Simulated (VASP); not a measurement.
# HfN (P6_3/mmc) in VASP: further runs

Runs on HfN. Level: LDA. Tasks: single point.

Everything below comes from runs of VASP 6.6.1. Logs are shortened: lines on timing, memory, paths and dates and some standing lists are left out, and cuts for length are marked.

### Step 1. The cell of the first run

The structure is hexagonal, space group P6_3/mmc (No. 194). The conventional cell has a = 3.070 Å, b = 3.070 Å, c = 5.306 Å, α = 90.00°, β = 90.00°, γ = 120.00°. Within 2.9 Å of Hf (site symmetry -6m2) lie 6 N at 2.21 Å. Within 2.9 Å of N (site symmetry -3m) lie 6 Hf at 2.21 Å and 2 N at 2.65 Å.

### Step 2. Single point, LDA (10.83 Å³/atom)

INCAR reads:

```
SYSTEM = HfN
ALGO     = Normal         ! electronic algorithm
EDIFF    = 1E-6           ! SCF threshold, eV
ENCUT    = 520            ! plane-wave cutoff, eV
GGA      = CA             ! functional
ISIF     = 2              ! what is computed and relaxed
ISMEAR   = -1             ! smearing method
LASPH    = .TRUE.         ! aspherical terms in the spheres
LCHARG   = .TRUE.         ! write CHGCAR
LELF     = .TRUE.         ! ELF
LREAL    = .FALSE.        ! projectors in reciprocal space
LVHAR    = .TRUE.       
LWAVE    = .FALSE.        ! write WAVECAR
NBANDS   = 23             ! bands
NELM     = 60             ! most SCF steps
PREC     = Accurate       ! precision mode
SIGMA    = 0.05           ! smearing width, eV
```

KPOINTS reads:

```
k-points
0
G
  10 10 5
  0 0 0
```

POSCAR reads:

```
HfN
1.0
    3.0699327642      0.0000000000      0.0000000000
   -1.5349663822      2.6586397618      0.0000000000
    0.0000000000      0.0000000000      5.3061904127
Hf N
2 2
Direct
    0.3333333333      0.6666666667      0.2500000000
    0.6666666667      0.3333333333      0.7500000000
    0.0000000000      0.0000000000      0.5000000000
    0.0000000000      0.0000000000      0.0000000000
```

Potentials or basis: VASP PAW LDA potentials, release 64 (Hf_pv, N).

Launch:

```bash
cat potpaw_LDA.64/Hf_pv/POTCAR potpaw_LDA.64/N/POTCAR > POTCAR
mpirun -np 1 vasp_std > vasp.out
```

OUTCAR:

```text
SYSTEM = HfN
   EDIFF = 1E-6
   ENCUT = 520
   GGA = CA
   ISIF = 2
   ISMEAR = -1
   LASPH = .TRUE.
   LREAL = .FALSE.
   NELM = 60
   PREC = Accurate

 ion  position               nearest neighbor table
   1  0.333  0.667  0.250-   3 2.21   4 2.21   3 2.21   4 2.21   3 2.21   4 2.21   2 3.19   2 3.19
                             2 3.19   2 3.19   2 3.19   2 3.19
   2  0.667  0.333  0.750-   3 2.21   4 2.21   3 2.21   4 2.21   3 2.21   4 2.21   1 3.19   1 3.19
                             1 3.19   1 3.19   1 3.19   1 3.19
   3  0.000  0.000  0.500-   1 2.21   2 2.21   2 2.21   1 2.21   2 2.21   1 2.21
   4  0.000  0.000  0.000-   1 2.21   2 2.21   2 2.21   1 2.21   2 2.21   1 2.21

  LATTYP: Found a hexagonal cell.
 ALAT       =     3.0699327642
 C/A-ratio  =     1.7284386403

  Lattice vectors:

 A1 = (   3.0699327642,   0.0000000000,   0.0000000000)
 A2 = (  -1.5349663822,   2.6586397618,   0.0000000000)
 A3 = (   0.0000000000,   0.0000000000,   5.3061904127)

Analysis of symmetry for initial positions (statically):
=====================================================================
 Subroutine PRICEL returns:
 Original cell was already a primitive cell.

 Routine SETGRP: Setting up the symmetry group for a
 hexagonal supercell.

 Subroutine GETGRP returns: Found 24 space group operations
 (whereof 12 operations were pure point group operations)
 out of a pool of 24 trial point group operations.

The static configuration has the point symmetry D_3d.
 The point group associated with its full space group is D_6h.

Analysis of symmetry for dynamics (positions and initial velocities):
=====================================================================
 Subroutine PRICEL returns:
 Original cell was already a primitive cell.

 Routine SETGRP: Setting up the symmetry group for a
 hexagonal supercell.

 Subroutine GETGRP returns: Found 24 space group operations
 (whereof 12 operations were pure point group operations)
 out of a pool of 24 trial point group operations.

The dynamic configuration has the point symmetry D_3d.
 The point group associated with its full space group is D_6h.

 Subroutine INISYM returns: Found 24 space group operations
 (whereof 12 operations are pure point group operations),
 and found     1 'primitive' translations

----------------------------------------------------------------------------------------

                                     Primitive cell

  volume of cell :      43.3083

  direct lattice vectors                    reciprocal lattice vectors
     3.069932764  0.000000000  0.000000000     0.325740033  0.188066096  0.000000000
    -1.534966382  2.658639762  0.000000000     0.000000000  0.376132191  0.000000000
     0.000000000  0.000000000  5.306190413     0.000000000  0.000000000  0.188459125

  length of vectors
     3.069932764  3.069932764  5.306190413     0.376132192  0.376132191  0.188459125

  position of ions in fractional coordinates (direct lattice)
     0.333333333  0.666666667  0.250000000
     0.666666667  0.333333333  0.750000000
     0.000000000  0.000000000  0.500000000
     0.000000000  0.000000000  0.000000000

  ion indices of the primitive-cell ions
   primitive index   ion index
                 1           1
                 2           2
                 3           3
                 4           4

----------------------------------------------------------------------------------------

 KPOINTS: k-points

Automatic generation of k-mesh.
 Grid dimensions read from file:
 generate k-points for:   10   10    5

 Generating k-lattice:

  Cartesian coordinates                     Fractional coordinates (reciprocal lattice)
     0.032574003  0.018806610  0.000000000     0.100000000 -0.000000000  0.000000000
     0.000000000  0.037613219  0.000000000     0.000000000  0.100000000  0.000000000
     0.000000000  0.000000000  0.037691825     0.000000000  0.000000000  0.200000000

  Length of vectors
     0.037613219  0.037613219  0.037691825

  Shift w.r.t. Gamma in fractional coordinates (k-lattice)
     0.000000000  0.000000000  0.000000000

 Subroutine IBZKPT returns following result:
 ===========================================

 Found     42 irreducible k-points:

 Following reciprocal coordinates:
            Coordinates               Weight
  0.000000  0.000000  0.000000      1.000000
  0.100000  0.000000  0.000000      6.000000
  0.200000  0.000000  0.000000      6.000000
  0.300000 -0.000000  0.000000      6.000000
  0.400000 -0.000000  0.000000      6.000000
  0.500000  0.000000  0.000000      3.000000
[... 16 lines left out ...]
  0.300000  0.100000  0.200000     24.000000
  0.400000  0.100000  0.200000     24.000000
 [... further k-points ...]
   k-points           NKPTS =     42   k-points in BZ     NKDIM =     42   number of bands    NBANDS=     23
   number of dos      NEDOS =    301   number of ions     NIONS =      4
   total plane-waves  NPLWV =  23040
   dimension x,y,z NGX =    24 NGY =   24 NGZ =   40
   dimension x,y,z NGXF=    48 NGYF=   48 NGZF=   80
   ions per type =               2   2
   NGX,Y,Z   is equivalent  to a cutoff of  13.00, 13.00, 12.53 a.u.
   NGXF,Y,Z  is equivalent  to a cutoff of  25.99, 25.99, 25.06 a.u.
 SYSTEM =  HfN
   PREC   = accura    normal or accurate (medium, high low for compatibility)
   ISTART =      0    job   : 0-new  1-cont  2-samecut
   ICHARG =      2    charge: 1-file 2-atom 10-const
   ISPIN  =      1    spin polarized calculation?
   LNONCOLLINEAR =      F non collinear calculations
   LSORBIT =      F    spin-orbit coupling
   LASPH  =      T    aspherical Exc in radial PAW
   ENCUT  =  520.0 eV  38.22 Ry    6.18 a.u.   5.71  5.71  9.87*2*pi/ulx,y,z
   NELM   =     60;   NELMIN=  2; NELMDL= -5     # of ELM steps
   EDIFF  = 0.1E-05   stopping-criterion for ELM
   LREAL  =      F    real-space projection
   EDIFFG = 0.1E-04   stopping-criterion for IOM
   NSW    =      0    number of steps for IOM
   IBRION =     -1    ionic relax: 0-MD 1-quasi-New 2-CG
   NFREE  =      0    steps in history (QN), initial steepest desc. (CG)
   ISIF   =      2    stress and relaxation
   ISYM   =      2    0-nonsym 1-usesym 2-fastsym
   POTIM  = 0.5000    time-step for ionic-motion
   TEBEG  =    0.0;   TEEND  =   0.0 temperature during run
   PSTRESS=    0.0 pullay stress
   NELECT =      30.0000    total number of electrons
   NUPDOWN=      -1.0000    fix difference up-down
   EMIN   =  10.00;   EMAX   =-10.00  energy-range for DOS
   EFERMI =   0.00;   METHOD = LEGACY
   ISMEAR =    -1;   SIGMA  =   0.05  broadening in eV -4-tet -1-fermi 0-gaus
   EFERMI_NEDOS =   21; number of points for ismear=-14 and -15
   IALGO  =     38    algorithm
   IMIX   =      4    mixing-type and parameters
     AMIX     =   0.40;   BMIX     =  1.00
     AMIX_MAG =   1.60;   BMIX_MAG =  1.00
  volume/ion in A,a.u.               =      10.83        73.06
  Fermi-wavevector in a.u.,A,eV,Ry     =   1.448521  2.737308 28.547930  2.098214
  Thomas-Fermi vector in A             =   2.566353
   LORBIT       =      0    0 simple, 1 ext, 2 COOP (PROOUT), +10 PAW based schemes
   GGA     = CA    functional components
   LHFCALC =     F    Hartree Fock is set to
   AEXX    =    0.0000 exact exchange contribution
   IVDW    =     0    specifies the selected vdW correction
   LEPSILON=     F    determine dielectric tensor
   LRPA    =     F    only Hartree local field effects (RPA)
 non-spin polarized calculation
  energy-cutoff  :      520.00
  volume of cell :       43.31
 maximum number of plane-waves:      1184
 NGX is ok and might be reduce to    24
   NGX = 11   NGY = 11   NGZ = 19

 number of electron      29.9999999 magnetization

 Free energy of the ion-electron system (eV)
  ---------------------------------------------------
  ext. energy  EPLUGINS =         0.00000000
  ---------------------------------------------------
  free energy    TOTEN  =       -47.57327749 eV

  energy without entropy =      -47.56268672  energy(sigma->0) =      -47.56798210

 E-fermi :   8.4109     XC(G=0): -13.3108

 val. band max:        8.3980787143   @ k =   0.1000   0.1000   0.0000
 cond. band min:       8.4290230433   @ k =   0.3000   0.3000   0.4000
 fundamental gap:      0.0309443290
 Fermi energy:         8.4108773027

 k-point     1 :       0.0000    0.0000    0.0000
  band No.  band energies     occupation
      1     -23.1834      2.00000
      2     -22.0709      2.00000
      3     -21.9662      2.00000
      4     -21.9662      2.00000
      5     -21.8914      2.00000
      6     -21.8914      2.00000
[... 15 lines left out ...]
     22      14.3906      0.00000
     23      14.3906      0.00000

 k-point     2 :       0.1000    0.0000    0.0000
  band No.  band energies     occupation
      1     -23.1380      2.00000
      2     -22.0784      2.00000
      3     -22.0748      2.00000
      4     -22.0010      2.00000
      5     -21.9978      2.00000
      6     -21.9008      2.00000
[... 15 lines left out ...]
     22      14.0192      0.00000
     23      14.3467      0.00000

 k-point     3 :       0.2000    0.0000    0.0000
  band No.  band energies     occupation
      1     -23.0118      2.00000
      2     -22.3759      2.00000
      3     -22.2505      2.00000
      4     -22.0907      2.00000
      5     -22.0818      2.00000
      6     -21.9349      2.00000
[... 15 lines left out ...]
     22      13.6989      0.00000
     23      13.7036      0.00000

 k-point     4 :       0.3000   -0.0000    0.0000
  band No.  band energies     occupation
      1     -22.8345      2.00000
      2     -22.7293      2.00000
      3     -22.5388      2.00000
      4     -22.1725      2.00000
      5     -22.1289      2.00000
      6     -21.9841      2.00000
[... 15 lines left out ...]
     22      14.3767      0.00000
     23      14.4394      0.00000

 k-point     5 :       0.4000   -0.0000    0.0000
  band No.  band energies     occupation
      1     -23.0000      2.00000
      2     -22.7605      2.00000
      3     -22.6549      2.00000
      4     -22.2420      2.00000
      5     -22.1934      2.00000
      6     -22.0262      2.00000
[... 15 lines left out ...]
     22      14.5806      0.00000
     23      15.8972      0.00000

 k-point     6 :       0.5000    0.0000    0.0000
  band No.  band energies     occupation
      1     -23.1000      2.00000
      2     -22.8429      2.00000
      3     -22.5630      2.00000
      4     -22.2679      2.00000
      5     -22.2408      2.00000
      6     -22.0426      2.00000
[... 15 lines left out ...]
     22      14.5794      0.00000
     23      16.5774      0.00000

 k-point     7 :       0.1000    0.1000    0.0000
  band No.  band energies     occupation
      1     -23.0521      2.00000
      2     -22.2369      2.00000
      3     -22.2332      2.00000
      4     -22.0847      2.00000
      5     -22.0237      2.00000
      6     -21.9478      2.00000
[... 353 lines left out ...]
     22      15.0984      0.00000
     23      16.2206      0.00000

 k-point    21 :       0.1000    0.1000    0.2000
  band No.  band energies     occupation
      1     -22.9785      2.00000
      2     -22.3083      2.00000
      3     -22.2168      2.00000
      4     -22.1175      2.00000
      5     -22.0110      2.00000
      6     -21.9591      2.00000
[... 15 lines left out ...]
     22      13.6646      0.00000
     23      13.6802      0.00000

 k-point    22 :       0.2000    0.1000    0.2000
  band No.  band energies     occupation
      1     -22.8709      2.00000
      2     -22.5762      2.00000
      3     -22.4364      2.00000
      4     -22.1772      2.00000
      5     -22.0968      2.00000
      6     -22.0226      2.00000
[... 15 lines left out ...]
     22      14.3610      0.00000
     23      14.5606      0.00000

 k-point    23 :       0.3000    0.1000    0.2000
  band No.  band energies     occupation
      1     -22.9097      2.00000
      2     -22.7689      2.00000
      3     -22.5588      2.00000
      4     -22.2509      2.00000
      5     -22.1698      2.00000
      6     -22.0791      2.00000
[... 15 lines left out ...]
     22      14.7549      0.00000
     23      14.9123      0.00000

 k-point    24 :       0.4000    0.1000    0.2000
  band No.  band energies     occupation
      1     -23.0615      2.00000
      2     -22.8623      2.00000
      3     -22.5027      2.00000
      4     -22.2935      2.00000
      5     -22.2319      2.00000
      6     -22.1152      2.00000
[... 15 lines left out ...]
     22      14.8507      0.00000
     23      16.0929      0.00000

 [... further k-points ...]

------------------------ aborting loop because EDIFF is reached ----------------------------------------

  FORCE on cell =-STRESS in cart. coord.  units (eV):
  Direction    XX          YY          ZZ          XY          YZ          ZX
  --------------------------------------------------------------------------------------
  -------------------------------------------------------------------------------------
  Total        2.2646087      2.2646087      2.1394372     -0.0000000     -0.0000000      0.0000000
  in kB       83.7784972     83.7784972     79.1478166     -0.0000000     -0.0000000      0.0000000
  external PRESSURE =      82.2349370 kB  Pullay stress =       0.0000000 kB

 VOLUME and BASIS-vectors are now :
 -----------------------------------------------------------------------------
  energy-cutoff  :      520.00
  volume of cell :       43.31
      direct lattice vectors                 reciprocal lattice vectors
     3.069932764  0.000000000  0.000000000     0.325740033  0.188066096  0.000000000
    -1.534966382  2.658639762  0.000000000     0.000000000  0.376132191  0.000000000
     0.000000000  0.000000000  5.306190413     0.000000000  0.000000000  0.188459125

 POSITION                                       TOTAL-FORCE (eV/Angst)
 -----------------------------------------------------------------------------------
     -0.00000      1.77243      1.32655         0.000000      0.000000      0.000000
      1.53497      0.88621      3.97964         0.000000     -0.000000      0.000000
      0.00000      0.00000      2.65310        -0.000000      0.000000      0.000000
      0.00000      0.00000      0.00000        -0.000000      0.000000      0.000000
 -----------------------------------------------------------------------------------
    total drift:                               -0.000000      0.000000     -0.000000

  FREE ENERGIE OF THE ION-ELECTRON SYSTEM (eV)
  ---------------------------------------------------
  free  energy   TOTEN  =       -47.5732774941 eV

  energy  without entropy=      -47.5626867158  energy(sigma->0) =      -47.56798210
```

Run time: 64 s. Hardware: 1 thread of AMD EPYC 7R13, shared host; peak memory 0.14 GiB.

Results:

```
Free energy            : -47.5733 eV
Pressure               : 8.2 GPa
Band gap on the k mesh : zero (bands 15 and 16 overlap by 1.89 eV)
```

Levels at points of the mesh, in eV from the Fermi level:
```csv
k point,band 12,band 13,band 14,band 15,band 16,band 17,band 18,band 19
"(0.00, 0.00, 0.00)",-3.81,-3.81,-1.76,-0.81,0.62,0.62,1.54,1.82
"(0.50, 0.00, 0.00)",-5.84,-3.32,-3.02,-2.49,2.62,2.95,4.69,4.89
```

Caveat: the cell stands under pressure; spin-orbit coupling is left out, which moves the levels of the heavy elements.

### Step 3. Single point, LDA (11.06 Å³/atom)

This run uses another cell than the first one, of 11.06 Å³/atom.

INCAR reads:

```
ALGO = Normal ; EDIFF = 1E-6
ENCUT = 520 ; GGA = CA
ISIF = 2 ; ISMEAR = -1
LASPH = True ; LCHARG = False
LREAL = False ; LWAVE = False
NBANDS = 23 ; NELM = 100
PREC = Accurate ; SIGMA = 0.05
```

KPOINTS reads:

```
k-points
0
Gamma
  10 10 5
```

POSCAR reads:

```
HfN
1.0
    3.0915527214      0.0000000000      0.0000000000
   -1.5457763607      2.6773631939      0.0000000000
    0.0000000000      0.0000000000      5.3435591820
Hf N
2 2
Direct
    0.3333333333      0.6666666667      0.2500000000
    0.6666666667      0.3333333333      0.7500000000
    0.0000000000      0.0000000000      0.5000000000
    0.0000000000      0.0000000000      0.0000000000
```

Potentials or basis: VASP PAW LDA potentials, release 64 (Hf_pv, N).

Launch:

```bash
cat potpaw_LDA.64/Hf_pv/POTCAR potpaw_LDA.64/N/POTCAR > POTCAR
mpirun -np 1 vasp_std > vasp.out
```

It took 61 s on 1 thread of AMD EPYC 7R13, shared host; peak memory 0.14 GiB.

Results (log left out):

| Item | Value |
| --- | --- |
| Free energy | -47.6013 eV |
| Pressure | 1.4 GPa |
| Band gap on the k mesh | zero (bands 15 and 16 overlap by 1.82 eV) |

Stress tensor (GPa, compression positive):
```
1.63 0.00 0.00
0.00 1.63 0.00
0.00 0.00 1.06
```

Levels at points of the mesh, in eV from the Fermi level:
```
           k point  band 13  band 14  band 15  band 16  band 17  band 18
(0.00, 0.00, 0.00)    -3.75    -1.76    -0.78     0.62     0.62     1.40
(0.50, 0.00, 0.00)    -3.30    -2.96    -2.48     2.54     2.87     4.57
```

Caveat: spin-orbit coupling is left out, which moves the levels of the heavy elements.

### Step 4. Single point, LDA (11.29 Å³/atom)

This run uses another cell than the first one, of 11.29 Å³/atom.

INCAR reads:

```
ALGO = Normal
EDIFF = 1E-7
ENCUT = 520
ISIF = 2
ISMEAR = -1
LASPH = T
LCHARG = F
LREAL = F
LWAVE = F
NBANDS = 23
NELM = 60
PREC = Accurate
SIGMA = 0.05
```

KPOINTS is that of step 3.

POSCAR reads:

```
HfN
1.0
    3.1128744484      0.0000000000      0.0000000000
   -1.5564372243      2.6958283511      0.0000000000
    0.0000000000      0.0000000000      5.3804124788
Hf N
2 2
Direct
    0.3333333333      0.6666666667      0.2500000000
    0.6666666667      0.3333333333      0.7500000000
    0.0000000000      0.0000000000      0.5000000000
    0.0000000000      0.0000000000      0.0000000000
```

Launch:

```bash
cat potpaw_LDA.64/Hf_pv/POTCAR potpaw_LDA.64/N/POTCAR > POTCAR
mpirun -np 1 vasp_std > vasp.out
```

It took 73 s on 1 thread of AMD EPYC 7R13, shared host; peak memory 0.14 GiB.

It converged, with:

| Property | Result |
| --- | --- |
| Free energy | -47.5924 eV |
| Pressure | -4.6 GPa |
| Band gap on the k mesh | zero (bands 15 and 16 overlap by 1.76 eV) |

Stress tensor (GPa, compression positive):
```
-4.43  0.00  0.00
 0.00 -4.43  0.00
 0.00  0.00 -5.07
```

Levels at points of the mesh, in eV from the Fermi level:
| k point | band 12 | band 13 | band 14 | band 15 | band 16 | band 17 | band 18 | band 19 |
| --- | --- | --- | --- | --- | --- | --- | --- | --- |
| (0.00, 0.00, 0.00) | -3.68 | -3.68 | -1.75 | -0.74 | 0.62 | 0.62 | 1.27 | 1.76 |
| (0.50, 0.00, 0.00) | -5.63 | -3.29 | -2.90 | -2.46 | 2.47 | 2.79 | 4.45 | 4.65 |

Caveat: the cell stands under tension; spin-orbit coupling is left out, which moves the levels of the heavy elements.

### Step 5. Overview

```tsv
cell	gap on the mesh (eV)	pressure (GPa)
a = 3.070, b = 3.070, c = 5.306 Å, angles 90.0, 90.0, 120.0°, 4 atoms	none	8.2
a = 3.092, b = 3.092, c = 5.344 Å, angles 90.0, 90.0, 120.0°, 4 atoms	none	1.4
a = 3.113, b = 3.113, c = 5.380 Å, angles 90.0, 90.0, 120.0°, 4 atoms	none	-4.6
```

Alike in all rows: task single point; level LDA; potentials or basis VASP PAW LDA potentials, release 64 (Hf_pv, N); no spin polarisation; k mesh 10 × 10 × 5; cutoff (eV) 520; smearing fermi-dirac 0.05 eV.

Caveats: spin-orbit coupling is left out, which moves the levels of the heavy elements; the cell stands under pressure (at least some runs); the cell stands under tension (at least some runs).

Total energies depend on the potentials used, so only differences within one code and one set of settings carry meaning.

The gap in the log of VASP goes by the Fermi energy; the results here count the filled bands.